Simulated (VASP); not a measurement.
## Al3Cu2: single point with PBEsol

The system is Al3Cu2.

```xyz
10
Lattice="-2.0493 -3.5495 0.0000 2.0493 -3.5495 0.0000 0.0000 -4.1408 9.9642" Properties=species:S:1:pos:R:3 pbc="T T T"
Al    0.0000   -7.0990    7.4732
Al    0.0000   -7.0990    2.4911
Al    0.0000   -4.7326    9.2244
Al    0.0000   -4.7326    4.2423
Al    0.0000   -2.3663    0.7398
Al    0.0000   -2.3663    5.7219
Cu    0.0000   -4.7326    1.7053
Cu    0.0000   -4.7326    6.6874
Cu    0.0000   -2.3663    8.2589
Cu    0.0000   -2.3663    3.2768
```

This cell differs from its parent crystal: the part above a cut slid along it.

```json
{"Program": "VASP 6.6.1", "Task": "single point", "Functional": "PBEsol", "Potentials or basis": "VASP PAW PBE potentials, release 64 (Al, Cu)", "Cutoff": "520 eV", "k mesh": "13 × 13 × 5", "Occupations": "gaussian, width 0.15 eV", "Spin": "no spin polarisation"}
```

The pressure is 1.8 GPa, the largest force is 2.112 eV/Å and the band gap on the k mesh is zero (bands 31 and 32 overlap by 2.61 eV).

Forces in eV/Å, atoms in the order of the input:
```
Al   0.000 -0.076  0.208
Al   0.000  0.076 -0.208
Al   0.000  1.914 -0.892
Al   0.000  0.003 -0.003
Al   0.000 -1.914  0.892
Al   0.000 -0.003  0.003
Cu   0.000  0.193  0.053
Cu   0.000 -0.045  0.041
Cu   0.000 -0.193 -0.053
Cu   0.000  0.045 -0.041
```

Stress tensor (GPa, compression positive):
```
 0.11  0.00  0.00
 0.00  2.49 -0.60
 0.00 -0.60  2.69
```

Levels at points of the mesh, in eV from the Fermi level:
| k point | band 29 | band 30 | band 31 | band 32 | band 33 | band 34 |
| --- | --- | --- | --- | --- | --- | --- |
| (0.00, 0.00, 0.00) | 1.15 | 1.29 | 1.47 | 1.63 | 1.65 | 2.01 |

Run time: 30 min on 1 thread of Oxide Virtual Turin-like Processor, with other jobs on the host, peak memory 0.98 GiB.

Caveat: the cell differs from its parent crystal (the part above a cut slid along it); the PAW data sets were made with another functional, which shifts forces and pressure a little.
